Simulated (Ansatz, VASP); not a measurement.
## Two plane-wave programs on ZnO

```
CELL_PARAMETERS angstrom
-3.23086 3.23086 2.64387
3.23086 -3.23086 2.64387
3.23086 3.23086 -2.64387
ATOMIC_POSITIONS crystal
Zn 0.41048 0.91048 0.19838
Zn 0.71210 0.21210 0.80162
Zn 0.91048 0.71210 0.50000
Zn 0.21210 0.41048 0.50000
O 0.28864 0.08953 0.50000
O 0.58953 0.78864 0.50000
O 0.78864 0.28864 0.19911
O 0.08953 0.58953 0.80089
```

Alike in both runs: functional PBE; k mesh 8 × 8 × 8; no spin polarisation.

Ansatz relaxed the structure, and its values are those at the end. VASP's run is a single point on that final structure, the one shown.

|  | VASP | Ansatz |
| --- | --- | --- |
| version | VASP 6.6.1 | Ansatz 0.2.0 |
| potentials or method | VASP PAW PBE potentials, release 64 (Zn, O), cutoff 520 eV | scalar-relativistic, plane waves, PAW |
| occupations | gaussian, width 0.01 eV | fixed |
| valence electrons in the cell | 72 | 72 |

```csv
,VASP,Ansatz,Ansatz less VASP
gap on the k mesh at the Fermi level (eV),0.92,0.93,+0.015
least direct gap on the mesh (eV),0.92,0.93,+0.015
pressure (GPa),0.8,0.0,-0.84
rms of the force components (eV/Å),0.009,0.000,-0.0085
```
